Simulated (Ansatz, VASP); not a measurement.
## Two plane-wave programs on ZnCrC4N4

```
CELL_PARAMETERS angstrom
5.99137 0.00000 0.00000
0.00000 5.99137 0.00000
0.00000 0.00000 5.99137
ATOMIC_POSITIONS crystal
Zn 0.50000 0.50000 0.50000
Cr 0.00000 0.00000 0.00000
C 0.19809 0.19809 0.19809
C 0.19809 0.80191 0.80191
C 0.80191 0.19809 0.80191
C 0.80191 0.80191 0.19809
N 0.31068 0.31068 0.31068
N 0.31068 0.68932 0.68932
N 0.68932 0.31068 0.68932
N 0.68932 0.68932 0.31068
```

Alike in both runs: functional PBE; k mesh 6 × 6 × 6; occupations gaussian, width 0.1 eV; collinear spin.

Ansatz relaxed the structure, and its values are those at the end. VASP's run is a single point on that final structure, the one shown.

|  | VASP | Ansatz |
| --- | --- | --- |
| version | VASP 6.6.1 | Ansatz 0.2.0 |
| potentials or method | VASP PAW PBE potentials, release 64 (Zn, Cr_pv, C, N), cutoff 520 eV | scalar-relativistic, plane waves, PAW |
| valence electrons in the cell | 60 | 62 |

|  | VASP | Ansatz | Ansatz less VASP |
| --- | --- | --- | --- |
| gap on the k mesh at the Fermi level (eV) | none | none | - |
| pressure (GPa) | 0.5 | 0.0 | -0.46 |
| rms of the force components (eV/Å) | 0.184 | 0.000 | -0.1833 |
| net moment per atom (μB) | 0.40 | 0.40 | 0.000 |
| size of the moment on the site where the two differ most (μB) | 3.20 | 2.69 | -0.512 |

Site moments also hang on the region over which each program counts them. A gap of «none» marks a metal or a gap that the smearing closes. VASP's potentials hold 60 valence electrons a cell and Ansatz's 62, so a difference there can come from the potentials and not from the codes.

Noted on VASP's run: the standard files for N, O and F lose accuracy on very short bonds.
